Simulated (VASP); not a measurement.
Write the native input for VASP 6.6.1 that does the following.

* Task: density of states
* Functional: PBEsol
* Potentials or basis: VASP PAW PBE potentials, release 64 (Pt, Se)
* Cutoff: 520 eV
* k mesh: 8 × 8 × 5
* Occupations: fermi-dirac, width 0.05 eV
* Spin: no spin polarisation
* Dipole correction: no
* k mesh for the DOS: 12 × 12 × 8
* Occupations for the DOS: tetrahedron
* Further INCAR settings: ALGO = Normal; EDIFF = 1e-06

The system is PtSe2 (Sudovikovite).

```
CELL_PARAMETERS angstrom
3.72400 0.00000 0.00000
-1.86200 3.22508 0.00000
0.00000 0.00000 5.06200
ATOMIC_POSITIONS crystal
Pt 0.00000 0.00000 0.00000
Se 0.66667 0.33333 0.75000
Se 0.33333 0.66667 0.25000
```

One way to write it, as run:

POSCAR

```
PtSe2
1.0
    3.7240000000      0.0000000000      0.0000000000
   -1.8620000000      3.2250786037      0.0000000000
    0.0000000000      0.0000000000      5.0620000000
Pt Se
1 2
Direct
    0.0000000000      0.0000000000      0.0000000000
    0.6666666667      0.3333333333      0.7500000000
    0.3333333333      0.6666666667      0.2500000000
```

INCAR.step1

```
  PREC = Accurate
  ENCUT = 520
  EDIFF = 1E-6
  ISMEAR = -1
  SIGMA = 0.05
  LREAL = False
  LASPH = True
  NELM = 80
  ALGO = Normal
  ISIF = 2
  LWAVE = False
  LCHARG = True
  LMAXMIX = 4
  GGA = PS
  NBANDS = 18
```

KPOINTS.step1

```
regular mesh
0
Gamma
  8 8 5
```

INCAR.step2

```
  PREC = Accurate
  ENCUT = 520
  EDIFF = 1E-6
  ISMEAR = -5
  SIGMA = 0.05
  LREAL = False
  LASPH = True
  NELM = 80
  ALGO = Normal
  ISIF = 2
  LWAVE = False
  LCHARG = False
  LMAXMIX = 4
  GGA = PS
  LORBIT = 11
  NEDOS = 1001
  ICHARG = 11
```

KPOINTS.step2

```
regular mesh
0
Gamma
  12 12 8
```

Potentials or basis: VASP PAW PBE potentials, release 64 (Pt, Se).

Run with:

```sh
$ cat potpaw_PBE.64/Pt/POTCAR potpaw_PBE.64/Se/POTCAR > POTCAR
$ cp INCAR.step1 INCAR
$ cp KPOINTS.step1 KPOINTS
$ mpirun -np 1 vasp_std > vasp.out
$ cp INCAR.step2 INCAR
$ cp KPOINTS.step2 KPOINTS
$ mpirun -np 1 vasp_std > vasp.out
```

Results of the run:

* Valence electrons inside the program's atomic spheres: Pt 9.45; Se 3.79

Caveat: spin-orbit coupling is left out, which moves the levels of the heavy elements.

Wall time 50 s on 1 thread of AMD EPYC 9R45 96-Core Processor (Zen 5), with other jobs on the host, peak memory 0.23 GiB.
